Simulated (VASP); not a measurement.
The system is TaO5.

```
CELL_PARAMETERS angstrom
3.65375 0.00000 0.00000
-1.82687 3.16424 0.00000
0.00000 0.00000 5.34858
ATOMIC_POSITIONS crystal
Ta 0.00000 0.00000 0.00000
O 0.50000 0.00000 0.50000
O 0.50000 0.50000 0.50000
O 0.00000 0.50000 0.50000
O 0.33333 0.66667 0.00000
O 0.66667 0.33333 0.00000
```

Base run:

```yaml
Program: VASP 6.6.1
Functional: PBE
Potentials_or_basis: VASP PAW PBE potentials, release 64 (Ta_pv, O)
Cutoff: 520 eV
k_mesh: 6 × 6 × 6
Occupations: gaussian, width 0.1 eV
Spin: no spin polarisation
```

Its results: pressure 0.4 GPa.

The run is repeated on the same cell with these changes: potentials or basis from VASP PAW PBE potentials, release 64 (Ta_pv, O) to VASP PAW PBE potentials, release 64 (Ta_sv_GW, O); cutoff from 520 eV to 600 eV; valence electrons from 41 to 43. What comes out?

Pressure -0.3 GPa.

Caveats: an odd number of electrons without spin polarisation forces a metal; a magnetic or distorted state may lie lower.
